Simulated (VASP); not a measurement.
Wanted: the native input for a VASP 6.6.1 run.

| Item | Value |
| --- | --- |
| Task | single point |
| Functional | PBE |
| Potentials or basis | VASP PAW PBE potentials, release 64 (Ba_sv, S) |
| Cutoff | 520 eV |
| k mesh | 6 × 6 × 6 |
| Occupations | gaussian, width 0.1 eV |
| Spin | no spin polarisation |
| Dipole correction | no |
| Further INCAR settings | ALGO = Normal; EDIFF = 1e-06; NBANDS = 15 |

The structure of BaS lies in POSCAR:

```
BaS
1.0
    0.0000000000      2.9422798627      2.9422798627
    2.9422798627      0.0000000000      2.9422798627
    2.9422798627      2.9422798627      0.0000000000
Ba S
1 1
Direct
    0.0000000000      0.0000000000      0.0000000000
    0.5000000000      0.5000000000      0.5000000000
```

These files were run (other wordings do the same):

INCAR

```
SYSTEM = BaS
  ALGO = Normal
  EDIFF = 1E-6
  ENCUT = 520
  GGA = PE
  ISIF = 2
  ISMEAR = 0
  LASPH = .True.
  LCHARG = .False.
  LREAL = .False.
  LWAVE = .False.
  NBANDS = 15
  NELM = 60
  PREC = Accurate
  SIGMA = 0.1
```

KPOINTS

```
k-points
0
Gamma
  6 6 6
  0 0 0
```

Potentials or basis: VASP PAW PBE potentials, release 64 (Ba_sv, S).

Run with:

```sh
$ cat potpaw_PBE.64/Ba_sv/POTCAR potpaw_PBE.64/S/POTCAR > POTCAR
$ mpirun -np 1 vasp_std > vasp.out
```

Results of the run:

- Pressure: 21.5 GPa
- Band gap on the k mesh: 1.39 eV, direct

Caveat: spin-orbit coupling is left out, which moves the levels of the heavy elements.

Wall time 9.4 s on 1 thread of Intel(R) Xeon(R) Platinum 8259CL CPU @ 2.50GHz (Skylake/Cascade Lake), on a shared host, peak memory 0.17 GiB.
